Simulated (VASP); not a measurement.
# Pb2S2Br (I4/mmm) in VASP: notebook

Pb2S2Br is run at these levels: BLYP; tasks: single point.

Everything below comes from runs of VASP 6.6.1. Logs are shortened: lines on timing, memory, paths and dates and some standing lists are left out, and cuts for length are marked.

## Step 1: The cell of the first run

Symmetry: I4/mmm, No. 139, tetragonal system. The conventional cell has a = 4.296 Å, b = 4.296 Å, c = 14.285 Å, α = 90.00°, β = 90.00°, γ = 90.00°. Within 3.4 Å of Pb (site symmetry 4mm) lie 4 S at 2.58 Å. S (site symmetry -4m2) has 4 Pb at 2.58 Å and 4 S at 3.04 Å within 3.4 Å. Within 5.0 Å of Br (site symmetry 4/mmm) lie 10 Pb at 3.72 to 5.00 Å and 8 S at 4.17 Å and 4 Br at 4.30 Å.

## Step 2: Single point, BLYP

Input file INCAR:

```
AGGAC    = 1.0          
AGGAX    = 1.0          
ALDAC    = 0.0          
ALDAX    = 1.0          
ALGO     = Normal         # electronic algorithm
EDIFF    = 1E-7           # SCF threshold, eV
ENCUT    = 520            # plane-wave cutoff, eV
GGA      = B5             # functional
ISIF     = 2              # what is computed and relaxed
ISMEAR   = 1              # smearing method
LASPH    = True           # aspherical terms in the spheres
LCHARG   = False          # write CHGCAR
LREAL    = False          # projectors in reciprocal space
LWAVE    = False          # write WAVECAR
NBANDS   = 32             # bands
NELM     = 80             # most SCF steps
PREC     = Accurate       # precision mode
SIGMA    = 0.028          # smearing width, eV
```

Input file KPOINTS:

```
k-points
0
Gamma
  5 5 5
```

Input file POSCAR:

```
Pb2S2Br
1.0
    0.0000000000      4.2964710000      0.0000000000
    4.2964710000      0.0000000000      0.0000000000
    2.1482350000      2.1482350000     -7.1424710000
Pb S Br
2 2 1
Direct
    0.1500000000      0.1500000000      0.7000000000
    0.8500000000      0.8500000000      0.3000000000
    0.7500000000      0.2500000000      0.5000000000
    0.2500000000      0.7500000000      0.5000000000
    0.5000000000      0.5000000000      0.0000000000
```

Potentials or basis: VASP PAW PBE potentials, release 64 (Pb_d, S, Br).

Started as:

```console
$ cat potpaw_PBE.64/Pb_d/POTCAR potpaw_PBE.64/S/POTCAR potpaw_PBE.64/Br/POTCAR > POTCAR
$ mpirun -np 1 vasp_std > vasp.out
```

OUTCAR:

```text
EDIFF = 1E-7
   ENCUT = 520
   GGA = B5
   ISIF = 2
   ISMEAR = 1
   LASPH = True
   LREAL = False
   NELM = 80
   PREC = Accurate

 ion  position               nearest neighbor table
   1  0.150  0.150  0.700-   3 2.58   4 2.58   3 2.58   4 2.58
   2  0.850  0.850  0.300-   3 2.58   4 2.58   3 2.58   4 2.58
   3  0.750  0.250  0.500-   1 2.58   2 2.58   2 2.58   1 2.58
   4  0.250  0.750  0.500-   1 2.58   2 2.58   2 2.58   1 2.58
   5  0.500  0.500  0.000-

  LATTYP: Found a body centered tetragonal cell.
 ALAT       =     4.2964710000
 C/A-ratio  =     3.3248081972

  Lattice vectors:

 A1 = (  -2.1482350000,   2.1482360000,   7.1424710000)
 A2 = (   2.1482360000,  -2.1482350000,   7.1424710000)
 A3 = (   2.1482350000,   2.1482350000,  -7.1424710000)

Analysis of symmetry for initial positions (statically):
=====================================================================
 Subroutine PRICEL returns:
 Original cell was already a primitive cell.

 Routine SETGRP: Setting up the symmetry group for a
 body centered tetragonal supercell.

 Subroutine GETGRP returns: Found 16 space group operations
 (whereof 16 operations were pure point group operations)
 out of a pool of 16 trial point group operations.

The static configuration has the point symmetry D_4h.

Analysis of symmetry for dynamics (positions and initial velocities):
=====================================================================
 Subroutine PRICEL returns:
 Original cell was already a primitive cell.

 Routine SETGRP: Setting up the symmetry group for a
 body centered tetragonal supercell.

 Subroutine GETGRP returns: Found 16 space group operations
 (whereof 16 operations were pure point group operations)
 out of a pool of 16 trial point group operations.

The dynamic configuration has the point symmetry D_4h.

 Subroutine INISYM returns: Found 16 space group operations
 (whereof 16 operations are pure point group operations),
 and found     1 'primitive' translations

----------------------------------------------------------------------------------------

                                     Primitive cell

  volume of cell :     131.8476

  direct lattice vectors                    reciprocal lattice vectors
     0.000000000  4.296471000  0.000000000     0.000000000  0.232749156  0.070003768
     4.296471000  0.000000000  0.000000000     0.232749156  0.000000000  0.070003768
     2.148235000  2.148235000 -7.142471000     0.000000000  0.000000000 -0.140007569

  length of vectors
     4.296471000  4.296471000  7.761747175     0.243048755  0.243048755  0.140007569

  position of ions in fractional coordinates (direct lattice)
     0.150000000  0.150000000  0.700000000
     0.850000000  0.850000000  0.300000000
     0.750000000  0.250000000  0.500000000
     0.250000000  0.750000000  0.500000000
     0.500000000  0.500000000  0.000000000

  ion indices of the primitive-cell ions
   primitive index   ion index
                 1           1
                 2           2
                 3           3
                 4           4
                 5           5

----------------------------------------------------------------------------------------

 KPOINTS: k-points

Automatic generation of k-mesh.
 Grid dimensions read from file:
 generate k-points for:    5    5    5

 Generating k-lattice:

  Cartesian coordinates                     Fractional coordinates (reciprocal lattice)
     0.000000000  0.046549831  0.014000754     0.200000000  0.000000000 -0.000000000
     0.046549831  0.000000000  0.014000754     0.000000000  0.200000000 -0.000000000
     0.000000000  0.000000000 -0.028001514     0.000000000  0.000000000  0.200000000

  Length of vectors
     0.048609751  0.048609751  0.028001514

  Shift w.r.t. Gamma in fractional coordinates (k-lattice)
     0.000000000  0.000000000  0.000000000

 Subroutine IBZKPT returns following result:
 ===========================================

 Found     18 irreducible k-points:

 Following reciprocal coordinates:
            Coordinates               Weight
  0.000000  0.000000  0.000000      1.000000
  0.200000  0.000000 -0.000000      8.000000
  0.400000  0.000000 -0.000000      8.000000
  0.200000  0.200000 -0.000000      8.000000
  0.400000  0.200000  0.000000     16.000000
 -0.400000  0.200000  0.000000     16.000000
[... 10 lines left out ...]
  0.000000  0.000000  0.400000      2.000000
 -0.200000  0.000000  0.400000      4.000000
   k-points           NKPTS =     18   k-points in BZ     NKDIM =     18   number of bands    NBANDS=     32
   number of dos      NEDOS =    301   number of ions     NIONS =      5
   total plane-waves  NPLWV =  61440
   dimension x,y,z NGX =    32 NGY =   32 NGZ =   60
   dimension x,y,z NGXF=    64 NGYF=   64 NGZF=  120
   ions per type =               2   2   1
   NGX,Y,Z   is equivalent  to a cutoff of  12.38, 12.38, 12.85 a.u.
   NGXF,Y,Z  is equivalent  to a cutoff of  24.76, 24.76, 25.70 a.u.
 SYSTEM =  unknown system
   PREC   = accura    normal or accurate (medium, high low for compatibility)
   ISTART =      0    job   : 0-new  1-cont  2-samecut
   ICHARG =      2    charge: 1-file 2-atom 10-const
   ISPIN  =      1    spin polarized calculation?
   LNONCOLLINEAR =      F non collinear calculations
   LSORBIT =      F    spin-orbit coupling
   LASPH  =      T    aspherical Exc in radial PAW
   ENCUT  =  520.0 eV  38.22 Ry    6.18 a.u.   7.99  7.99 14.43*2*pi/ulx,y,z
   NELM   =     80;   NELMIN=  2; NELMDL= -5     # of ELM steps
   EDIFF  = 0.1E-06   stopping-criterion for ELM
   LREAL  =      F    real-space projection
   EDIFFG = 0.1E-05   stopping-criterion for IOM
   NSW    =      0    number of steps for IOM
   IBRION =     -1    ionic relax: 0-MD 1-quasi-New 2-CG
   NFREE  =      0    steps in history (QN), initial steepest desc. (CG)
   ISIF   =      2    stress and relaxation
   ISYM   =      2    0-nonsym 1-usesym 2-fastsym
   POTIM  = 0.5000    time-step for ionic-motion
   TEBEG  =    0.0;   TEEND  =   0.0 temperature during run
   PSTRESS=    0.0 pullay stress
   NELECT =      47.0000    total number of electrons
   NUPDOWN=      -1.0000    fix difference up-down
   EMIN   =  10.00;   EMAX   =-10.00  energy-range for DOS
   EFERMI =   0.00;   METHOD = LEGACY
   ISMEAR =     1;   SIGMA  =   0.03  broadening in eV -4-tet -1-fermi 0-gaus
   EFERMI_NEDOS =   21; number of points for ismear=-14 and -15
   IALGO  =     38    algorithm
   IMIX   =      4    mixing-type and parameters
     AMIX     =   0.40;   BMIX     =  1.00
     AMIX_MAG =   1.60;   BMIX_MAG =  1.00
  volume/ion in A,a.u.               =      26.37       177.95
  Fermi-wavevector in a.u.,A,eV,Ry     =   1.160780  2.193557 18.332639  1.347411
  Thomas-Fermi vector in A             =   2.297359
   LORBIT       =      0    0 simple, 1 ext, 2 COOP (PROOUT), +10 PAW based schemes
   GGA     = B5    functional components
   LHFCALC =     F    Hartree Fock is set to
   AEXX    =    0.0000 exact exchange contribution
   IVDW    =     0    specifies the selected vdW correction
   LEPSILON=     F    determine dielectric tensor
   LRPA    =     F    only Hartree local field effects (RPA)
 non-spin polarized calculation
 Methfessel and Paxton  Order N= 1 SIGMA  =   0.03
  energy-cutoff  :      520.00
  volume of cell :      131.85
 maximum number of plane-waves:      3570
   NGX = 15   NGY = 15   NGZ = 29

 number of electron      47.0000003 magnetization

 Free energy of the ion-electron system (eV)
  ---------------------------------------------------
  ext. energy  EPLUGINS =         0.00000000
  ---------------------------------------------------
  free energy    TOTEN  =       -14.42719529 eV

  energy without entropy =      -14.42570364  energy(sigma->0) =      -14.42669807

 E-fermi :   4.4650     XC(G=0):  -8.8290

 val. band max:        4.4595869542   @ k =   0.4000   0.0000  -0.0000
 cond. band min:       4.4652267363   @ k =   0.2000   0.2000  -0.0000
 fundamental gap:      0.0056397821
 Fermi energy:         4.4649899706

 k-point     1 :       0.0000    0.0000    0.0000
  band No.  band energies     occupation
      1     -11.8369      2.00000
      2     -11.6089      2.00000
      3     -11.5987      2.00000
      4     -11.5987      2.00000
      5     -11.5107      2.00000
      6     -11.5107      2.00000
[... 24 lines left out ...]
     31      11.6413      0.00000
     32      11.7018      0.00000

 k-point     2 :       0.2000    0.0000   -0.0000
  band No.  band energies     occupation
      1     -11.8366      2.00000
      2     -11.6274      2.00000
      3     -11.5925      2.00000
      4     -11.5903      2.00000
      5     -11.5854      2.00000
      6     -11.5241      2.00000
[... 24 lines left out ...]
     31      12.2336      0.00000
     32      12.6456      0.00000

 k-point     3 :       0.4000    0.0000   -0.0000
  band No.  band energies     occupation
      1     -11.8255      2.00000
      2     -11.7631      2.00000
      3     -11.5756      2.00000
      4     -11.5742      2.00000
      5     -11.5703      2.00000
      6     -11.5505      2.00000
[... 24 lines left out ...]
     31      12.0920      0.00000
     32      12.8898      0.00000

 k-point     4 :       0.2000    0.2000   -0.0000
  band No.  band energies     occupation
      1     -11.8420      2.00000
      2     -11.6954      2.00000
      3     -11.5845      2.00000
      4     -11.5800      2.00000
      5     -11.5790      2.00000
      6     -11.5086      2.00000
[... 444 lines left out ...]
     31      12.0493      0.00000
     32      13.5088      0.00000

 k-point    17 :       0.0000    0.0000    0.4000
  band No.  band energies     occupation
      1     -11.8374      2.00000
      2     -11.6084      2.00000
      3     -11.6023      2.00000
      4     -11.6023      2.00000
      5     -11.5068      2.00000
      6     -11.5068      2.00000
[... 24 lines left out ...]
     31      11.6430      0.00000
     32      11.6698      0.00000

 k-point    18 :      -0.2000    0.0000    0.4000
  band No.  band energies     occupation
      1     -11.8376      2.00000
      2     -11.6247      2.00000
      3     -11.5960      2.00000
      4     -11.5946      2.00000
      5     -11.5838      2.00000
      6     -11.5206      2.00000
[... 24 lines left out ...]
     31      12.3247      0.00000
     32      12.6475      0.00000

------------------------ aborting loop because EDIFF is reached ----------------------------------------

  FORCE on cell =-STRESS in cart. coord.  units (eV):
  Direction    XX          YY          ZZ          XY          YZ          ZX
  --------------------------------------------------------------------------------------
  -------------------------------------------------------------------------------------
  Total       16.3294936     16.3294936     11.0621398      0.0000000      0.0000008      0.0000008
  in kB      198.4316962    198.4316962    134.4242032      0.0000000      0.0000094      0.0000094
  external PRESSURE =     177.0958652 kB  Pullay stress =       0.0000000 kB

 VOLUME and BASIS-vectors are now :
 -----------------------------------------------------------------------------
  energy-cutoff  :      520.00
  volume of cell :      131.85
      direct lattice vectors                 reciprocal lattice vectors
     0.000000000  4.296471000  0.000000000     0.000000000  0.232749156  0.070003768
     4.296471000  0.000000000  0.000000000     0.232749156  0.000000000  0.070003768
     2.148235000  2.148235000 -7.142471000     0.000000000  0.000000000 -0.140007569

 POSITION                                       TOTAL-FORCE (eV/Angst)
 -----------------------------------------------------------------------------------
      2.14824      2.14824     -4.99973        -0.000000     -0.000000     -3.842952
      4.29647      4.29647     -2.14274         0.000000      0.000000      3.842952
      2.14824      4.29647     -3.57124        -0.000000      0.000000      0.000000
      4.29647      2.14824     -3.57124         0.000000     -0.000000      0.000000
      2.14824      2.14824      0.00000        -0.000000     -0.000000      0.000000
 -----------------------------------------------------------------------------------
    total drift:                               -0.000000      0.000000     -0.000000

  FREE ENERGIE OF THE ION-ELECTRON SYSTEM (eV)
  ---------------------------------------------------
  free  energy   TOTEN  =       -14.4271952877 eV

  energy  without entropy=      -14.4257036419  energy(sigma->0) =      -14.42669807
```

Wall time 64 s (1 thread of Intel Xeon 6975P-C (Granite Rapids), shared host); peak memory 0.27 GiB.

Results:

- Free energy: -14.4272 eV
- Pressure: 17.7 GPa
- Largest force: 3.843 eV/Å
- Band gap on the k mesh: zero (an odd number of electrons rules out a gap without spin polarisation)

Forces on the atoms (eV/Å):
```
Pb   0.000  0.000 -3.843
Pb   0.000  0.000  3.843
S    0.000  0.000  0.000
S    0.000  0.000  0.000
Br   0.000  0.000  0.000
```

Stress tensor (GPa, compression positive):
```
19.84  0.00  0.00
 0.00 19.84  0.00
 0.00  0.00 13.44
```

Caveat: the cell stands under pressure; the PAW data sets were made with another functional, which shifts forces and pressure a little; spin-orbit coupling is left out, which moves the levels of the heavy elements; an odd number of electrons without spin polarisation forces a metal; a magnetic or distorted state may lie lower.

[end of part 1 of 2]
